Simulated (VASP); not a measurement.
A run of VASP 6.6.1:

The input INCAR:

```
ALGO = Normal
EDIFF = 1E-8
ENCUT = 520
GGA = PS
ISIF = 2
ISMEAR = -1
LASPH = T
LCHARG = F
LEFG = T
LREAL = F
LWAVE = F
NBANDS = 10
NELM = 60
PREC = Accurate
SIGMA = 0.05
```

Contents of KPOINTS:

```
k-points
0
Gamma
  18 18 18
```

File POSCAR:

```
Ir
1.0
    0.0000000000      1.9197000000      1.9197000000
    1.9197000000      0.0000000000      1.9197000000
    1.9197000000      1.9197000000      0.0000000000
Ir
1
Direct
    0.0000000000      0.0000000000      0.0000000000
```

Potentials or basis: VASP PAW PBE potentials, release 64 (Ir).

Run with:

```console
$ cat potpaw_PBE.64/Ir/POTCAR > POTCAR
$ mpirun -np 1 vasp_std > vasp.out
```

Hardware: 1 thread of Intel Xeon 6975P-C, on a shared host.

Task: How long does it take, and how much memory?

Result: Wall time 15 s on 1 thread of Intel Xeon 6975P-C, with other jobs on the host, peak memory 0.15 GiB. Counts: scf iterations 13, k points 195.
